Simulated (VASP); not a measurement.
Here is a VASP 6.6.1 calculation.

Contents of INCAR:

```
SYSTEM = ZrF2
PREC = Accurate
ENCUT = 520
EDIFF = 1E-6
ISMEAR = 0
SIGMA = 0.1
LREAL = .False.
LASPH = .True.
NELM = 80
ALGO = Normal
ISIF = 2
LWAVE = .False.
LCHARG = .False.
GGA = PE
NBANDS = 35
```

Contents of KPOINTS:

```
Automatic mesh
0
Gamma
  14 14 14
  0 0 0
```

POSCAR

```
ZrF2
1.0
   -2.0043226710      2.0043226710      4.8444397117
    2.0043226710     -2.0043226710      4.8444397117
    2.0043226710      2.0043226710     -4.8444397117
Zr F
2 4
Direct
    0.2500000000      0.7500000000      0.5000000000
    0.5000000000      0.5000000000      0.0000000000
    0.3750000000      0.1250000000      0.2500000000
    0.8750000000      0.1250000000      0.7500000000
    0.8750000000      0.1250000000      0.2500000000
    0.8750000000      0.6250000000      0.7500000000
```

Potentials or basis: VASP PAW PBE potentials, release 64 (Zr_sv, F).

Command:

```sh
$ cat potpaw_PBE.64/Zr_sv/POTCAR potpaw_PBE.64/F/POTCAR > POTCAR
$ mpirun -np 1 vasp_std > vasp.out
```

(1) Predict the band gap on the k mesh.

(2) What does it give for the pressure?

## Answers

(1) zero (bands 26 and 27 overlap by 0.36 eV).

(2) -0.1 GPa.
